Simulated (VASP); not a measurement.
# TbBeC (P-6m2) in VASP: notebook, part 2 of 3

VASP 6.6.1. Earlier steps stand in the parts before.

### 4 Relaxation of cell and atoms, PBE

This run uses another cell than the first one, of 15.89 Å³/atom.

Contents of INCAR:

```
  PREC = Accurate
  ENCUT = 600
  EDIFF = 1E-7
  ISMEAR = 0
  SIGMA = 0.1
  LREAL = F
  LASPH = T
  NELM = 200
  ALGO = Normal
  ISIF = 3
  LWAVE = F
  LCHARG = F
  GGA = PE
  IBRION = 2
  NSW = 90
  EDIFFG = -0.04
  GGA_COMPAT = F
  NELMIN = 4
  LMAXMIX = 6
```

Contents of KPOINTS:

```
Automatic mesh
0
Gamma
  6 6 6
```

Contents of POSCAR:

```
TbBeC
1.0
    4.0402599900      0.0000000000      0.0000000000
   -2.0201299900      3.4989677900      0.0000000000
    0.0000000000      0.0000000000      3.3725237400
Tb Be C
1 1 1
Direct
    0.6666666700      0.3333333300      0.0000000000
    0.0000000000      0.0000000000      0.5000000000
    0.3333333300      0.6666666700      0.5000000000
```

Potentials or basis: VASP PAW PBE potentials, release 64 (Tb_3, Be, C), 4f in core.

The run is started by

```console
$ cat potpaw_PBE.64/Tb_3/POTCAR potpaw_PBE.64/Be/POTCAR potpaw_PBE.64/C/POTCAR > POTCAR
$ mpirun -np 1 vasp_std > vasp.out
```

OUTCAR:

```text
PREC = Accurate
   ENCUT = 600
   EDIFF = 1E-7
   ISMEAR = 0
   LREAL = F
   LASPH = T
   NELM = 200
   ISIF = 3
   GGA = PE
   IBRION = 2
   NSW = 90
   EDIFFG = -0.04
   NELMIN = 4

 ion  position               nearest neighbor table
   1  0.667  0.333  0.000-   2 2.88   2 2.88   3 2.88   3 2.88   3 2.88   3 2.88   2 2.88   2 2.88
                             2 2.88   2 2.88   3 2.88   3 2.88
   2  0.000  0.000  0.500-   1 2.88   1 2.88   1 2.88   1 2.88   1 2.88   1 2.88
   3  0.333  0.667  0.500-   1 2.88   1 2.88   1 2.88   1 2.88   1 2.88   1 2.88

  LATTYP: Found a hexagonal cell.
 ALAT       =     4.0402599900
 C/A-ratio  =     0.8347293858

  Lattice vectors:

 A1 = (   4.0402599900,   0.0000000000,   0.0000000000)
[... 419 lines left out ...]
 k-point     1 :       0.0000    0.0000    0.0000
  band No.  band energies     occupation
      1     -16.3114      2.00000
      2     -15.8231      2.00000
      3     -15.8231      2.00000
      4      -6.1475      2.00000
      5       3.9964      2.00000
      6       3.9964      2.00000
      7       4.0573      2.00000
      8       4.1517      2.00000
      9       8.6599      0.00000
     10       9.6862      0.00000
     11       9.6862      0.00000
[... 309 lines left out ...]
 k-point    24 :       0.3333   -0.0000    0.5000
  band No.  band energies     occupation
      1     -16.5838      2.00000
      2     -16.4704      2.00000
      3     -15.9725      2.00000
      4      -4.5442      2.00000
      5       1.6022      2.00000
      6       2.1988      2.00000
      7       2.8411      2.00000
      8       4.9202      1.99705
      9       9.0629      0.00000
     10      10.2681      0.00000
     11      10.9267      0.00000

 [... further k-points ...]

------------------------ aborting loop because EDIFF is reached ----------------------------------------

  FORCE on cell =-STRESS in cart. coord.  units (eV):
  Direction    XX          YY          ZZ          XY          YZ          ZX
  --------------------------------------------------------------------------------------
  -------------------------------------------------------------------------------------
  Total       -0.0004948     -0.0004948      0.0495129     -0.0000000      0.0000000     -0.0000000
  in kB       -0.0211370     -0.0211370      2.1150109     -0.0000000      0.0000000     -0.0000000
  external PRESSURE =       0.6909123 kB  Pullay stress =       0.0000000 kB
[... 18 lines left out ...]
  FREE ENERGIE OF THE ION-ELECTRON SYSTEM (eV)
  ---------------------------------------------------
  free  energy   TOTEN  =       -18.2525541221 eV

  energy  without entropy=      -18.2464464981  energy(sigma->0) =      -18.24950031

 reached required accuracy - stopping structural energy minimisation
```

OSZICAR:

```text
N       E                     dE             d eps       ncg     rms          rms(c)
DAV:   1     0.373752369863E+02    0.37375E+02   -0.73522E+03   616   0.131E+03
DAV:   2    -0.122428595204E+02   -0.49618E+02   -0.47443E+02   652   0.252E+02
DAV:   3    -0.165808823170E+02   -0.43380E+01   -0.41099E+01   940   0.467E+01
[... 69 lines left out ...]
DAV:   3    -0.182525749458E+02    0.86047E-03   -0.22440E-03   780   0.440E-01    0.119E-01
DAV:   4    -0.182525586623E+02    0.16283E-04   -0.12694E-04   775   0.108E-01    0.871E-02
DAV:   5    -0.182525532773E+02    0.53850E-05   -0.24482E-05   727   0.348E-02    0.234E-02
DAV:   6    -0.182525541265E+02   -0.84921E-06   -0.31747E-06   794   0.144E-02    0.505E-03
DAV:   7    -0.182525541221E+02    0.43701E-08   -0.30447E-07   724   0.435E-03
   7 F= -.18252554E+02 E0= -.18249500E+02  d E =-.790271E-02
```

CONTCAR:

```text
TbBeC
   1.00000000000000
     3.3672827286368574   -0.0000000009776293    0.0000000000000000
    -1.6836413609979195    2.9161523855919778   -0.0000000000000000
    -0.0000000000000000   -0.0000000000000000    3.8196787408184010
  Tb              Be              C
     1     1     1
Direct
     0.6666666699999979    0.3333333300000021    1.0000000000000000
     0.0000000000000000    0.0000000000000000    0.5000000000000000
     0.3333333300000021    0.6666666699999979    0.5000000000000000

  0.00000000E+00  0.00000000E+00  0.00000000E+00
  0.00000000E+00  0.00000000E+00  0.00000000E+00
  0.00000000E+00  0.00000000E+00  0.00000000E+00
```

It took 50 s on 1 thread of AMD EPYC 9R45 (Zen 5), shared host; peak memory 0.18 GiB.

Results:

```yaml
Free_energy: -18.2526 eV
Relaxed_volume: 12.50 Å³/atom
Relaxed_cell: a = 3.367 Å, b = 3.367 Å, c = 3.820 Å, α = 90.00°, β = 90.00°, γ = 120.00°
Space_group_after_relaxing_to_0.1_Å: P-6m2 (No. 187)
Energy_gained_by_relaxing: 734.1 meV/atom
Ionic_steps: 7
Pressure_after_relaxing: 0.1 GPa
Band_gap_on_the_k_mesh: zero (an odd number of electrons rules out a gap without spin polarisation)
```

The path:
```csv
step,energy change (eV),largest force (eV/Å),pressure (GPa),volume (Å³)
1,0.0000,0.0000,-19.05,47.68
2,-1.8876,0.0000,9.86,35.37
3,-1.8891,0.0000,11.13,35.08
4,-2.1929,0.0000,2.49,36.85
5,-2.1943,0.0000,2.94,36.75
6,-2.2007,0.0000,-1.14,37.85
7,-2.2022,0.0000,0.07,37.51
```

Final structure:
```xyz
3
Lattice="3.3673 0.0000 0.0000 -1.6836 2.9162 0.0000 0.0000 0.0000 3.8197" Properties=species:S:1:pos:R:3 pbc="T T T"
Tb    1.6836    0.9721    3.8197
Be    0.0000    0.0000    1.9098
C     0.0000    1.9441    1.9098
```

Caveat: the volume moved by over 15 % at a fixed basis, so the end points are rough; spin-orbit coupling is left out, which moves the levels of the heavy elements; the 4f electrons are frozen in the core, so they carry no moment and show no levels.

### 5 Single point, PBE

This run uses another cell than the first one, of 12.49 Å³/atom.

Contents of INCAR:

```
PREC     = Accurate       # precision mode
ENCUT    = 600            # plane-wave cutoff, eV
EDIFF    = 1E-6           # SCF threshold, eV
ISMEAR   = 0              # smearing method
SIGMA    = 0.1            # smearing width, eV
LREAL    = False          # projectors in reciprocal space
LASPH    = True           # aspherical terms in the spheres
NELM     = 200            # most SCF steps
ALGO     = Normal         # electronic algorithm
ISIF     = 2              # what is computed and relaxed
LWAVE    = False          # write WAVECAR
LCHARG   = True           # write CHGCAR
GGA      = PE             # functional
LELF     = True           # ELF
LVHAR    = True         
NBANDS   = 14             # bands
GGA_COMPAT= False        
LMAXMIX  = 6              # l up to which the mixer works
```

Contents of KPOINTS:

```
Automatic mesh
0
Gamma
  18 18 12
```

Contents of POSCAR:

```
TbBeC
1.0
    3.3638751743      0.0000000000      0.0000000000
   -1.6819375871      2.9132013561      0.0000000000
    0.0000000000      0.0000000000      3.8244879128
Tb Be C
1 1 1
Direct
    0.6666666667      0.3333333333      0.0000000000
    0.0000000000      0.0000000000      0.5000000000
    0.3333333333      0.6666666667      0.5000000000
```

Potentials or basis: VASP PAW PBE potentials, release 64 (Tb_3, Be, C), 4f in core.

The run is started by

```console
$ cat potpaw_PBE.64/Tb_3/POTCAR potpaw_PBE.64/Be/POTCAR potpaw_PBE.64/C/POTCAR > POTCAR
$ mpirun -np 1 vasp_std > vasp.out
```

OUTCAR:

```text
PREC = Accurate
   ENCUT = 600
   EDIFF = 1E-6
   ISMEAR = 0
   LREAL = False
   LASPH = True
   NELM = 200
   ISIF = 2
   GGA = PE

 ion  position               nearest neighbor table
   1  0.667  0.333  0.000-   2 2.73   2 2.73   3 2.73   3 2.73   3 2.73   3 2.73   2 2.73   2 2.73
                             2 2.73   2 2.73   3 2.73   3 2.73
   2  0.000  0.000  0.500-   3 1.94   3 1.94   3 1.94   1 2.73   1 2.73   1 2.73   1 2.73   1 2.73
                             1 2.73
   3  0.333  0.667  0.500-   2 1.94   2 1.94   2 1.94   1 2.73   1 2.73   1 2.73   1 2.73   1 2.73
                             1 2.73

  LATTYP: Found a hexagonal cell.
[... 607 lines left out ...]
  --------------------------------------------------------------------------------------
  -------------------------------------------------------------------------------------
  Total        0.1090426      0.1090426      0.1045974      0.0000000      0.0000000     -0.0000000
  in kB        4.6614707      4.6614707      4.4714431      0.0000000      0.0000000     -0.0000000
  external PRESSURE =       4.5981281 kB  Pullay stress =       0.0000000 kB

 VOLUME and BASIS-vectors are now :
 -----------------------------------------------------------------------------
  energy-cutoff  :      600.00
  volume of cell :       37.48
      direct lattice vectors                 reciprocal lattice vectors
     3.363875174  0.000000000  0.000000000     0.297276191  0.171632489  0.000000000
    -1.681937587  2.913201356  0.000000000     0.000000000  0.343264978  0.000000000
     0.000000000  0.000000000  3.824487913     0.000000000  0.000000000  0.261472914

 POSITION                                       TOTAL-FORCE (eV/Angst)
 -----------------------------------------------------------------------------------
      1.68194      0.97107      0.00000         0.000000     -0.000000      0.000000
      0.00000      0.00000      1.91224         0.000000      0.000000      0.000000
     -0.00000      1.94213      1.91224        -0.000000      0.000000      0.000000
 -----------------------------------------------------------------------------------
    total drift:                                0.000000     -0.000000     -0.000000

  FREE ENERGIE OF THE ION-ELECTRON SYSTEM (eV)
  ---------------------------------------------------
  free  energy   TOTEN  =       -18.2363932114 eV

  energy  without entropy=      -18.2280002397  energy(sigma->0) =      -18.23219673
```

OSZICAR:

```text
N       E                     dE             d eps       ncg     rms          rms(c)
DAV:   1     0.437864766667E+02    0.43786E+02   -0.71731E+03  7252   0.106E+03
DAV:   2    -0.159112345078E+02   -0.59698E+02   -0.55894E+02  7752   0.247E+02
DAV:   3    -0.193398778570E+02   -0.34286E+01   -0.33450E+01 10110   0.415E+01
DAV:   4    -0.194160404056E+02   -0.76163E-01   -0.76118E-01  8014   0.666E+00
DAV:   5    -0.194172177796E+02   -0.11774E-02   -0.11772E-02 10038   0.714E-01    0.277E+01
DAV:   6    -0.182597364939E+02    0.11575E+01   -0.29477E+00  9844   0.105E+01    0.216E+01
DAV:   7    -0.182369060841E+02    0.22830E-01   -0.28284E-01  8590   0.377E+00    0.108E+01
DAV:   8    -0.182411854285E+02   -0.42793E-02   -0.62038E-02  9780   0.159E+00    0.108E+00
DAV:   9    -0.182367503973E+02    0.44350E-02   -0.20195E-02  8848   0.721E-01    0.653E-01
DAV:  10    -0.182363851991E+02    0.36520E-03   -0.18524E-03  9694   0.317E-01    0.827E-02
DAV:  11    -0.182363917650E+02   -0.65659E-05   -0.13338E-04  8500   0.899E-02    0.301E-02
DAV:  12    -0.182363932416E+02   -0.14766E-05   -0.48255E-06  9804   0.182E-02    0.326E-03
DAV:  13    -0.182363932114E+02    0.30161E-07   -0.35842E-07  4688   0.481E-03
   1 F= -.18236393E+02 E0= -.18232197E+02  d E =-.839297E-02
```

stdout:

```text
POSCAR found type information on POSCAR TbBeC
 POSCAR found :  3 types and       3 ions
 scaLAPACK will be used
 LDA part: xc-table for (Slater+PW92), standard interpolation
 POSCAR, INCAR and KPOINTS ok, starting setup
 FFT: planning ... GRIDC
 FFT: planning ... GRID_SOFT
 FFT: planning ... GRID
 WAVECAR not read
 entering main loop
```

Run time: 70 s. Hardware: 1 thread of AMD EPYC 9R45 (Zen 5), shared host; peak memory 0.3 GiB.

Results:

* Free energy: -18.2364 eV
* Pressure: 0.5 GPa
* Band gap on the k mesh: zero (an odd number of electrons rules out a gap without spin polarisation)

Caveat: spin-orbit coupling is left out, which moves the levels of the heavy elements; the 4f electrons are frozen in the core, so they carry no moment and show no levels. Spin polarisation is off, so any magnetic state and its effect on volume and gap are missing.

(Part 2 of 3 ends here.)
